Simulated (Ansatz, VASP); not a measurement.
InP in VASP and in Ansatz

```xyz
2
Lattice="0.0000 2.9305 2.9305 2.9305 0.0000 2.9305 2.9305 2.9305 0.0000" Properties=species:S:1:pos:R:3 pbc="T T T"
In    0.0000    0.0000    0.0000
P     4.3957    4.3957    4.3957
```

Alike in both runs: functional PBEsol; k mesh 8 × 8 × 8; non-collinear spin, spin-orbit coupling.

|  | VASP | Ansatz |
| --- | --- | --- |
| version | VASP 6.6.1 | Ansatz 0.2.0 |
| potentials or method | VASP PAW PBE potentials, release 64 (In_d, P) | Ansatz PAW |
| plane-wave cutoff (eV) | 520 | 420 |
| occupations | gaussian, width 0.01 eV | fixed |
| valence electrons in the cell | 18 | 18 |
| task | single point | band structure |

|  | VASP | Ansatz | Ansatz less VASP |
| --- | --- | --- | --- |
| pressure (GPa) | 0.5 | 0.5 | 0.00 |
| net moment per atom (μB) | 0.00 | 0.00 | 0.000 |

VASP's potentials were made for PBE, not for PBEsol.
